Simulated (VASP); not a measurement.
Here is a VASP 6.6.1 calculation.

INCAR

```
ALGO     = Normal         # electronic algorithm
EDIFF    = 1E-6           # SCF threshold, eV
ENCUT    = 520            # plane-wave cutoff, eV
GGA      = PE             # functional
ISIF     = 2              # what is computed and relaxed
ISMEAR   = 0              # smearing method
ISPIN    = 2              # spin polarisation
LASPH    = T              # aspherical terms in the spheres
LCHARG   = T              # write CHGCAR
LELF     = T              # ELF
LMAXMIX  = 4              # l up to which the mixer works
LORBIT   = 11             # projections on sites
LREAL    = F              # projectors in reciprocal space
LVHAR    = T            
LWAVE    = F              # write WAVECAR
MAGMOM   = 1 1 1 1 1 0 0 0 0 0 0 0 # initial moments
NBANDS   = 60             # bands
NELM     = 150            # most SCF steps
PREC     = Accurate       # precision mode
SIGMA    = 0.1            # smearing width, eV
```

The input KPOINTS:

```
k-points
0
Gamma
  6 6 2
```

File POSCAR:

```
Ta5AlN6
1.0
    3.0859026094      0.0000000000      0.0000000000
    0.0000000000      3.0859026094      0.0000000000
    0.0000000000      0.0000000000     13.2465156761
Ta Al N
5 1 6
Direct
    0.0000000000      0.0000000000      0.6706038422
    0.0000000000      0.0000000000      0.3293961578
    0.5000000000      0.5000000000      0.1770640035
    0.0000000000      0.0000000000      0.0000000000
    0.5000000000      0.5000000000      0.8229359965
    0.5000000000      0.5000000000      0.5000000000
    0.0000000000      0.0000000000      0.8379840600
    0.5000000000      0.5000000000      0.6481313174
    0.0000000000      0.0000000000      0.5000000000
    0.5000000000      0.5000000000      0.3518686826
    0.0000000000      0.0000000000      0.1620159400
    0.5000000000      0.5000000000      0.0000000000
```

Potentials or basis: VASP PAW PBE potentials, release 64 (Ta_pv, Al, N).

Run with:

```bash
$ cat potpaw_PBE.64/Ta_pv/POTCAR potpaw_PBE.64/Al/POTCAR potpaw_PBE.64/N/POTCAR > POTCAR
$ mpirun -np 1 vasp_std > vasp.out
```

Problem. Predict the net moment.

Solution. 0.00 μB per cell.

Problem. Estimate the largest force.

Solution. 0.033 eV/Å.

Problem. Predict the pressure.

Solution. 0.6 GPa.

Problem. What does it give for the band gap on the k mesh?

Solution. Zero (filled and empty bands overlap).

Stress tensor (GPa, compression positive):
```
0.69 0.00 0.00
0.00 0.69 0.00
0.00 0.00 0.54
```

Caveat: spin-orbit coupling is left out, which moves the levels of the heavy elements.
